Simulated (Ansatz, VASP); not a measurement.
**Two plane-wave programs on CuCl**

File POSCAR:

```
CuCl
1.0
    0.0000000000      2.7190033884      2.7190033884
    2.7190033884      0.0000000000      2.7190033884
    2.7190033884      2.7190033884      0.0000000000
Cu Cl
1 1
Direct
    0.0000000000      0.0000000000      0.0000000000
    0.2500000000      0.2500000000      0.2500000000
```

File INCAR.step1:

```
  PREC = Accurate
  ENCUT = 520
  EDIFF = 1E-5
  ISMEAR = -1
  SIGMA = 0.05
  LREAL = False
  LASPH = True
  NELM = 120
  ALGO = Normal
  ISIF = 2
  LWAVE = True
  LCHARG = False
  NBANDS = 16
  GGA = PE
  GGA_COMPAT = False
```

The input INCAR.step2:

```
  PREC = Accurate
  ENCUT = 520
  EDIFF = 1E-6
  ISMEAR = -1
  SIGMA = 0.05
  LREAL = False
  LASPH = True
  NELM = 120
  ALGO = Normal
  ISIF = 2
  LWAVE = False
  LCHARG = False
  GGA = PE
  LHFCALC = True
  HFSCREEN = 0.2079
  PRECFOCK = Normal
  NBANDS = 16
  ISTART = 1
  GGA_COMPAT = False
```

The input KPOINTS:

```
regular mesh
0
Gamma
  4 4 4
```

Input for Ansatz:

```yaml
crystal:
  lattice:
    - [0.0, 2.719003388399, 2.719003388399]
    - [2.719003388399, 0.0, 2.719003388399]
    - [2.719003388399, 2.719003388399, 0.0]
  atoms:
    - { symbol: Cu, position: [0.0, 0.0, 0.0] }
    - { symbol: Cl, position: [0.25, 0.25, 0.25] }
kpoints:
  mp_grid: { grid: [4, 4, 4] }
hamiltonian:
  xc: hse06
  pseudopotentials: { kind: paw, source: ansatz }
scf:
  occupations: { method: fermi_dirac, width: 0.05 }
  convergence: { dr2_threshold: "1e-10 eV" }
  exx: { energy_threshold: "2e-8 eV", singularity: regularized }
output:
  forces: true
  stress: true
  eigenvalues: true
```

Alike in both runs: task single point; functional HSE06; k mesh 4 × 4 × 4; occupations fermi-dirac, width 0.05 eV; no spin polarisation.

```csv
,VASP,Ansatz
version,VASP 6.6.1,Ansatz 0.2.0 development build
potentials or method,"VASP PAW PBE potentials, release 64 (Cu, Cl)",plane waves
plane-wave cutoff (eV),520,700
valence electrons in the cell,18,26
```

|  | VASP | Ansatz | Ansatz less VASP |
| --- | --- | --- | --- |
| gap on the k mesh at the Fermi level (eV) | 2.32 | 2.36 | +0.039 |

The functional is the same, so the differences come from potentials, cutoffs and numerics. VASP's potentials hold 18 valence electrons a cell and Ansatz's 26, so a difference there can come from the potentials and not from the codes.

The k mesh is coarse, so the values compare programs but aren't converged.
